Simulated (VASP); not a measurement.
# Mn2RuN3 (P6/mmm) in VASP: further runs

Runs on Mn2RuN3. Level: PBE. Tasks: single point.

Everything below comes from runs of VASP 6.6.1. Logs are shortened: lines on timing, memory, paths and dates and some standing lists are left out, and cuts for length are marked.

### Step 1. The cell of the first run

Symmetry: P6/mmm, No. 191, hexagonal system. Conventional cell: a = 5.065 Å, b = 5.065 Å, c = 2.587 Å, α = 90.00°, β = 90.00°, γ = 120.00°. Mn (site symmetry -6m2) has 6 N at 1.95 Å and 2 Mn at 2.59 Å within 2.6 Å. Within 3.4 Å of Ru (site symmetry 6/mmm) lie 2 Ru at 2.59 Å and 12 N at 2.84 Å and 6 Mn at 2.92 Å. Within 2.6 Å of N (site symmetry mmm) lie 4 Mn at 1.95 Å and 6 N at 2.53 to 2.59 Å.

The cell was built from a structure type or drawn by symmetry, and may not be a known phase.

### Step 2. Single point, PBE, collinear spin, ferromagnetic start

The input, INCAR:

```
  PREC = Accurate
  ENCUT = 520
  EDIFF = 1E-7
  ISMEAR = 0
  SIGMA = 0.1
  LREAL = F
  LASPH = T
  NELM = 150
  ALGO = Normal
  ISIF = 2
  LWAVE = F
  LCHARG = T
  ISPIN = 2
  MAGMOM = 4 4 1 0 0 0
  LORBIT = 11
  LMAXMIX = 4
  GGA = PE
  LELF = T
  LVHAR = T
  NBANDS = 40
```

The input, KPOINTS:

```
regular mesh
0
Gamma
  6 6 4
```

The input, POSCAR:

```
Mn2RuN3
1.0
    5.0654553683     -0.0000000034      0.0000000000
   -2.5327276812      4.3868130324      0.0000000000
    0.0000000000      0.0000000000      2.5874047197
Mn Ru N
2 1 3
Direct
    0.3333333333      0.6666666667      0.5000000000
    0.6666666667      0.3333333333      0.5000000000
    0.0000000000      0.0000000000      0.5000000000
    0.5000000000      0.0000000000      0.0000000000
    0.0000000000      0.5000000000      0.0000000000
    0.5000000000      0.5000000000      0.0000000000
```

Potentials or basis: VASP PAW PBE potentials, release 64 (Mn_pv, Ru_pv, N).

Command:

```sh
$ cat potpaw_PBE.64/Mn_pv/POTCAR potpaw_PBE.64/Ru_pv/POTCAR potpaw_PBE.64/N/POTCAR > POTCAR
$ mpirun -np 1 vasp_std > vasp.out
```

OUTCAR:

```text
PREC = Accurate
   ENCUT = 520
   EDIFF = 1E-7
   ISMEAR = 0
   LREAL = F
   LASPH = T
   NELM = 150
   ISIF = 2
   ISPIN = 2
   LORBIT = 11
   GGA = PE

 ion  position               nearest neighbor table
   1  0.333  0.667  0.500-   5 1.95   5 1.95   4 1.95   4 1.95   6 1.95   6 1.95   3 2.92   2 2.92
                             2 2.92   3 2.92   3 2.92   2 2.92
   2  0.667  0.333  0.500-   5 1.95   5 1.95   4 1.95   4 1.95   6 1.95   6 1.95   3 2.92   1 2.92
                             1 2.92   3 2.92   3 2.92   1 2.92
   3  0.000  0.000  0.500-   1 2.92   2 2.92   2 2.92   1 2.92   2 2.92   1 2.92
   4  0.500  0.000  0.000-   1 1.95   2 1.95   1 1.95   2 1.95
   5  0.000  0.500  0.000-   1 1.95   2 1.95   1 1.95   2 1.95
   6  0.500  0.500  0.000-   1 1.95   2 1.95   1 1.95   2 1.95

  LATTYP: Found a hexagonal cell.
 ALAT       =     5.0654553683
 C/A-ratio  =     0.5107941007

  Lattice vectors:

 A1 = (   5.0654553683,  -0.0000000034,   0.0000000000)
 A2 = (  -2.5327276812,   4.3868130324,   0.0000000000)
 A3 = (   0.0000000000,   0.0000000000,   2.5874047197)

Analysis of symmetry for initial positions (statically):
=====================================================================
 Subroutine PRICEL returns:
 Original cell was already a primitive cell.

 Routine SETGRP: Setting up the symmetry group for a
 hexagonal supercell.

 Subroutine GETGRP returns: Found 24 space group operations
 (whereof 24 operations were pure point group operations)
 out of a pool of 24 trial point group operations.

The static configuration has the point symmetry D_6h.

Analysis of symmetry for dynamics (positions and initial velocities):
=====================================================================
 Subroutine PRICEL returns:
 Original cell was already a primitive cell.

 Routine SETGRP: Setting up the symmetry group for a
 hexagonal supercell.

 Subroutine GETGRP returns: Found 24 space group operations
 (whereof 24 operations were pure point group operations)
 out of a pool of 24 trial point group operations.

The dynamic configuration has the point symmetry D_6h.

Analysis of structural, dynamic, and magnetic symmetry:
=====================================================================
 Subroutine PRICEL returns:
 Original cell was already a primitive cell.

 Routine SETGRP: Setting up the symmetry group for a
 hexagonal supercell.

 Subroutine GETGRP returns: Found 24 space group operations
 (whereof 24 operations were pure point group operations)
 out of a pool of 24 trial point group operations.

The overall configuration has the point symmetry D_6h.

 Subroutine INISYM returns: Found 24 space group operations
 (whereof 24 operations are pure point group operations),
 and found     1 'primitive' translations

----------------------------------------------------------------------------------------

                                     Primitive cell

  volume of cell :      57.4953

  direct lattice vectors                    reciprocal lattice vectors
     5.065455368 -0.000000003  0.000000000     0.197415618  0.113977960  0.000000000
    -2.532727681  4.386813032  0.000000000     0.000000000  0.227955920  0.000000000
     0.000000000  0.000000000  2.587404720     0.000000000  0.000000000  0.386487662

  length of vectors
     5.065455368  5.065455368  2.587404720     0.227955920  0.227955920  0.386487662

  position of ions in fractional coordinates (direct lattice)
     0.333333333  0.666666667  0.500000000
     0.666666667  0.333333333  0.500000000
     0.000000000  0.000000000  0.500000000
     0.500000000  0.000000000  0.000000000
     0.000000000  0.500000000  0.000000000
     0.500000000  0.500000000  0.000000000

  ion indices of the primitive-cell ions
   primitive index   ion index
                 1           1
                 2           2
                 3           3
[... 31 lines left out ...]
            Coordinates               Weight
  0.000000  0.000000  0.000000      1.000000
  0.166667 -0.000000  0.000000      6.000000
  0.333333  0.000000  0.000000      6.000000
  0.500000 -0.000000  0.000000      3.000000
  0.166667  0.166667  0.000000      6.000000
  0.333333  0.166667  0.000000     12.000000
[... 13 lines left out ...]
  0.333333  0.166667  0.500000     12.000000
  0.333333  0.333333  0.500000      2.000000
   k-points           NKPTS =     21   k-points in BZ     NKDIM =     21   number of bands    NBANDS=     40
   number of dos      NEDOS =    301   number of ions     NIONS =      6
   total plane-waves  NPLWV =  32000
   dimension x,y,z NGX =    40 NGY =   40 NGZ =   20
   dimension x,y,z NGXF=    80 NGYF=   80 NGZF=   40
   ions per type =               2   1   3
   NGX,Y,Z   is equivalent  to a cutoff of  13.13, 13.13, 12.85 a.u.
   NGXF,Y,Z  is equivalent  to a cutoff of  26.26, 26.26, 25.70 a.u.
 SYSTEM =  unknown system
   PREC   = accura    normal or accurate (medium, high low for compatibility)
   ISTART =      0    job   : 0-new  1-cont  2-samecut
   ICHARG =      2    charge: 1-file 2-atom 10-const
   ISPIN  =      2    spin polarized calculation?
   LNONCOLLINEAR =      F non collinear calculations
   LSORBIT =      F    spin-orbit coupling
   LASPH  =      T    aspherical Exc in radial PAW
   ENCUT  =  520.0 eV  38.22 Ry    6.18 a.u.   9.42  9.42  4.81*2*pi/ulx,y,z
   NELM   =    150;   NELMIN=  2; NELMDL= -5     # of ELM steps
   EDIFF  = 0.1E-06   stopping-criterion for ELM
   LREAL  =      F    real-space projection
   EDIFFG = 0.1E-05   stopping-criterion for IOM
   NSW    =      0    number of steps for IOM
   IBRION =     -1    ionic relax: 0-MD 1-quasi-New 2-CG
   NFREE  =      0    steps in history (QN), initial steepest desc. (CG)
   ISIF   =      2    stress and relaxation
   ISYM   =      2    0-nonsym 1-usesym 2-fastsym
   POTIM  = 0.5000    time-step for ionic-motion
   TEBEG  =    0.0;   TEEND  =   0.0 temperature during run
   PSTRESS=    0.0 pullay stress
   NELECT =      55.0000    total number of electrons
   NUPDOWN=      -1.0000    fix difference up-down
   EMIN   =  10.00;   EMAX   =-10.00  energy-range for DOS
   EFERMI =   0.00;   METHOD = LEGACY
   ISMEAR =     0;   SIGMA  =   0.10  broadening in eV -4-tet -1-fermi 0-gaus
   EFERMI_NEDOS =   21; number of points for ismear=-14 and -15
   IALGO  =     38    algorithm
   IMIX   =      4    mixing-type and parameters
     AMIX     =   0.40;   BMIX     =  1.00
     AMIX_MAG =   1.60;   BMIX_MAG =  1.00
  volume/ion in A,a.u.               =       9.58        64.67
  Fermi-wavevector in a.u.,A,eV,Ry     =   1.613064  3.048250 35.402047  2.601977
  Thomas-Fermi vector in A             =   2.708194
   LORBIT       =     11    0 simple, 1 ext, 2 COOP (PROOUT), +10 PAW based schemes
   GGA     = PE    functional components
   LHFCALC =     F    Hartree Fock is set to
   AEXX    =    0.0000 exact exchange contribution
   IVDW    =     0    specifies the selected vdW correction
   LEPSILON=     F    determine dielectric tensor
   LRPA    =     F    only Hartree local field effects (RPA)
 spin polarized calculation
 Gauss-broadening in eV      SIGMA  =   0.10
  energy-cutoff  :      520.00
  volume of cell :       57.50
 maximum number of plane-waves:      1572
 NGX is ok and might be reduce to    40
   NGX = 19   NGY = 19   NGZ =  9

 number of electron      54.9999985 magnetization       4.0194026

 Free energy of the ion-electron system (eV)
  ---------------------------------------------------
  ext. energy  EPLUGINS =         0.00000000
  ---------------------------------------------------
  free energy    TOTEN  =       -48.15714123 eV

  energy without entropy =      -48.13627677  energy(sigma->0) =      -48.14670900

 E-fermi :   9.4998     XC(G=0): -13.2486

 val. band max:        9.4914481539   @ k =   0.5000  -0.0000   0.2500
 cond. band min:       9.5016863241   @ k =   0.3333   0.0000   0.2500
 fundamental gap:      0.0102381702
 Fermi energy:         9.4998421609

 spin component 1

 k-point     1 :       0.0000    0.0000    0.0000
  band No.  band energies     occupation
      1     -40.5410      1.00000
      2     -40.5410      1.00000
      3     -40.4775      1.00000
      4     -40.4775      1.00000
      5     -40.4658      1.00000
      6     -40.4511      1.00000
[... 871 lines left out ...]
     38      17.6156      0.00000
     39      19.5755      0.00000
 Fermi energy:         9.4998421609

 spin component 2

 k-point     1 :       0.0000    0.0000    0.0000
  band No.  band energies     occupation
      1     -38.3987      1.00000
      2     -38.3987      1.00000
      3     -38.3675      1.00000
      4     -38.3503      1.00000
      5     -38.3268      1.00000
      6     -38.3268      1.00000
[... 871 lines left out ...]
     38      18.0197      0.00000
     39      19.8947      0.00000
 [bands above 39 left out]

------------------------ aborting loop because EDIFF is reached ----------------------------------------

  FORCE on cell =-STRESS in cart. coord.  units (eV):
  Direction    XX          YY          ZZ          XY          YZ          ZX
  --------------------------------------------------------------------------------------
  -------------------------------------------------------------------------------------
  Total        0.2397881      0.2397881      0.3208576      0.0000000     -0.0000000      0.0000000
  in kB        6.6819949      6.6819949      8.9411008      0.0000000     -0.0000000      0.0000000
  external PRESSURE =       7.4350302 kB  Pullay stress =       0.0000000 kB

 VOLUME and BASIS-vectors are now :
 -----------------------------------------------------------------------------
  energy-cutoff  :      520.00
  volume of cell :       57.50
      direct lattice vectors                 reciprocal lattice vectors
     5.065455368 -0.000000003  0.000000000     0.197415618  0.113977960  0.000000000
    -2.532727681  4.386813032  0.000000000     0.000000000  0.227955920  0.000000000
     0.000000000  0.000000000  2.587404720     0.000000000  0.000000000  0.386487662

 POSITION                                       TOTAL-FORCE (eV/Angst)
 -----------------------------------------------------------------------------------
      0.00000      2.92454      1.29370         0.000000     -0.000000     -0.000000
      2.53273      1.46227      1.29370         0.000000      0.000000      0.000000
      0.00000      0.00000      1.29370        -0.000000     -0.000000     -0.000000
      2.53273     -0.00000      0.00000        -0.000000     -0.000000     -0.000000
     -1.26636      2.19341      0.00000        -0.000000     -0.000000     -0.000000
      1.26636      2.19341      0.00000        -0.000000     -0.000000     -0.000000
 -----------------------------------------------------------------------------------
    total drift:                               -0.000000      0.000000      0.000000

  FREE ENERGIE OF THE ION-ELECTRON SYSTEM (eV)
  ---------------------------------------------------
  free  energy   TOTEN  =       -48.1571412267 eV

  energy  without entropy=      -48.1362767716  energy(sigma->0) =      -48.14670900

 total charge

# of ion       s       p       d       tot
------------------------------------------
    1        0.348   6.451   5.175  11.973
    2        0.348   6.451   5.175  11.973
    3        0.214   6.117   6.050  12.381
    4        1.290   2.368   0.000   3.658
    5        1.290   2.368   0.000   3.658
    6        1.290   2.368   0.000   3.658
--------------------------------------------------
tot          4.778  26.124  16.399  47.301

 magnetization (x)

# of ion       s       p       d       tot
------------------------------------------
    1        0.020   0.022   1.907   1.948
    2        0.020   0.022   1.907   1.948
    3       -0.012  -0.001   0.200   0.187
    4        0.011  -0.053   0.000  -0.042
    5        0.011  -0.053   0.000  -0.042
    6        0.011  -0.053   0.000  -0.042
--------------------------------------------------
tot          0.061  -0.117   4.014   3.957
```

Wall time 2.1 min (1 thread of Intel Xeon Platinum 8488C (Sapphire Rapids), shared host); peak memory 0.25 GiB.

Results:

- Free energy: -48.1571 eV
- Pressure: 0.7 GPa
- Net moment: 4.02 μB per cell
- Site moments: Mn +1.95; Ru +0.19; N -0.04 μB
- Valence electrons inside the program's atomic spheres: Mn 11.97; Ru 12.38; N 3.66

Caveat: the k points lie up to 0.61 Å⁻¹ apart; only a ferromagnetic start was run, and an antiferromagnetic order may lie lower in energy. With open d or f shells a metallic result of PBE can be an artefact of self-interaction; +U or a hybrid may open a gap.

### Step 3. Single point, PBE, collinear spin, ferromagnetic start

This run uses another cell than the first one, of 9.89 Å³/atom.

The input, INCAR:

```
SYSTEM = Mn2RuN3
ALGO = Normal
EDIFF = 1E-6
ENCUT = 520
GGA = PE
ISIF = 2
ISMEAR = 0
ISPIN = 2
LASPH = .TRUE.
LCHARG = .FALSE.
LMAXMIX = 4
LORBIT = 11
LREAL = .FALSE.
LWAVE = .FALSE.
MAGMOM = 1.92 1.92 0.2 0 0 0
NBANDS = 40
NELM = 150
PREC = Accurate
SIGMA = 0.1
```

The input, KPOINTS:

```
k-points
0
G
  6 6 6
  0 0 0
```

POSCAR, as its differences from that of step 2:

```diff
@@ -2,5 +2,5 @@
 1.0
-    5.0654553683     -0.0000000034      0.0000000000
-   -2.5327276812      4.3868130324      0.0000000000
-    0.0000000000      0.0000000000      2.5874047197
+    5.0744279462      0.0000000000      0.0000000000
+   -2.5372139731      4.3945835111      0.0000000000
+    0.0000000000      0.0000000000      2.6597310700
 Mn Ru N
```

Potentials or basis: VASP PAW PBE potentials, release 64 (Mn_pv, Ru_pv, N).

Command:

```sh
$ cat potpaw_PBE.64/Mn_pv/POTCAR potpaw_PBE.64/Ru_pv/POTCAR potpaw_PBE.64/N/POTCAR > POTCAR
$ mpirun -np 1 vasp_std > vasp.out
```

Run time: 5.6 min. Hardware: 1 thread of Intel Xeon Platinum 8488C (Sapphire Rapids), shared host; peak memory 0.28 GiB.

The run converged. Its results:

```yaml
Free_energy: -47.8147 eV
Pressure: -3.9 GPa
Net_moment: 5.13 μB per cell
Site_moments: Mn +2.28; Ru +0.58; N -0.04 μB
Valence_electrons_inside_the_program's_atomic_spheres: Mn 11.87; Ru 12.34; N 3.63
```

Stress tensor (GPa, compression positive):
```
-1.85  0.00  0.00
 0.00 -1.85  0.00
 0.00  0.00 -7.95
```

Levels at points of the mesh, in eV from the Fermi level:
Spin up:
| k point | band 28 | band 29 | band 30 | band 31 | band 32 | band 33 |
| --- | --- | --- | --- | --- | --- | --- |
| (0.00, 0.00, 0.00) | -0.81 | -0.76 | -0.76 | 0.15 | 0.15 | 1.12 |
| (0.50, 0.00, 0.00) | -0.14 | 0.01 | 0.13 | 0.16 | 0.22 | 1.01 |
| (0.00, 0.00, 0.50) | -0.32 | -0.05 | 0.20 | 0.20 | 0.91 | 1.04 |
| (0.50, 0.00, 0.50) | -0.96 | -0.80 | -0.61 | -0.53 | 0.95 | 1.09 |
Spin down:
```tsv
k point	band 21	band 22	band 23	band 24	band 25	band 26	band 27	band 28	band 29	band 30
(0.00, 0.00, 0.00)	-2.19	-1.74	-1.50	-1.50	-0.73	-0.15	-0.15	0.73	0.73	0.80
(0.50, 0.00, 0.00)	-2.90	-2.18	-1.50	-0.57	0.07	0.43	0.67	0.71	0.86	1.21
(0.00, 0.00, 0.50)	-0.87	-0.87	-0.61	-0.61	0.02	0.49	0.49	0.89	1.46	1.46
(0.50, 0.00, 0.50)	-1.98	-1.98	-1.46	-0.69	-0.33	-0.28	0.44	0.65	1.08	1.62
```

Caveat: the k points lie up to 0.39 Å⁻¹ apart; only a ferromagnetic start was run, and an antiferromagnetic order may lie lower in energy. With open d or f shells a metallic result of PBE can be an artefact of self-interaction; +U or a hybrid may open a gap.
